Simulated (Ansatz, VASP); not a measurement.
# Two plane-wave programs on AlFe

INCAR

```
SYSTEM = AlFe
ALGO = Normal ; EDIFF = 1E-6
EDIFFG = -0.005 ; ENCUT = 600
GGA = PE ; IBRION = 2
ISIF = 3 ; ISMEAR = 0
ISPIN = 2 ; LASPH = .TRUE.
LCHARG = .FALSE. ; LMAXMIX = 4
LORBIT = 11 ; LREAL = .FALSE.
LWAVE = .FALSE. ; MAGMOM = 0 0.85
NELM = 150 ; NSW = 100
PREC = Accurate ; SIGMA = 0.1
```

The input KPOINTS:

```
k-points
0
G
  14 14 14
  0 0 0
```

File POSCAR:

```
AlFe
1.0
    2.9100000000      0.0000000000      0.0000000000
    0.0000000000      2.9100000000      0.0000000000
    0.0000000000      0.0000000000      2.9100000000
Al Fe
1 1
Direct
    0.0000000000      0.0000000000      0.0000000000
    0.5000000000      0.5000000000      0.5000000000
```

Input for Ansatz:

```yaml
crystal:
  lattice:
    - [2.91, 0.0, 0.0]
    - [0.0, 2.91, 0.0]
    - [0.0, 0.0, 2.91]
  atoms:
    - { symbol: Al, position: [0.0, 0.0, 0.0] }
    - { symbol: Fe, position: [0.5, 0.5, 0.5], spin: 0.85 }
basis:
  ecutwfc: 420
kpoints:
  mp_grid: { grid: [14, 14, 14] }
hamiltonian:
  xc: pbe
scf:
  occupations: { method: gaussian, width: 0.1 }
output:
  forces: true
  stress: true
  eigenvalues: true
  populations: true
magnetization:
  spin_polarized: true
relax:
  adjacent_minimum: "off"
  f_tol: 0.005
  max_steps: 80
  cell: { stress_tol: 0.05 }
```

Alike in both runs: task relaxation of cell and atoms; functional PBE; k mesh 14 × 14 × 14; occupations gaussian, width 0.1 eV; collinear spin.

|  | VASP | Ansatz |
| --- | --- | --- |
| version | VASP 6.6.1 | Ansatz 0.2.0 |
| potentials or method | VASP PAW PBE potentials, release 64 (Al, Fe), cutoff 600 eV | scalar-relativistic, plane waves, PAW |
| valence electrons in the cell | 11 | 19 |

|  | VASP | Ansatz | Ansatz less VASP |
| --- | --- | --- | --- |
| gap on the k mesh at the Fermi level, each at its own relaxed structure (eV) | none | none | - |
| net moment per atom (μB) | 0.33 | 0.34 | +0.001 |
| size of the moment on the site where the two differ most (μB) | 0.71 | 0.70 | -0.004 |
| relaxed volume (Å³/atom) | 11.87 | 11.87 | +0.007 |
| relaxed cell length with the largest relative difference (Å) | 2.874 | 2.874 | +0.0005 |

Site moments also hang on the region over which each program counts them. A gap of «none» marks a metal or a gap that the smearing closes. VASP's potentials hold 11 valence electrons a cell and Ansatz's 19, so a difference there can come from the potentials and not from the codes.
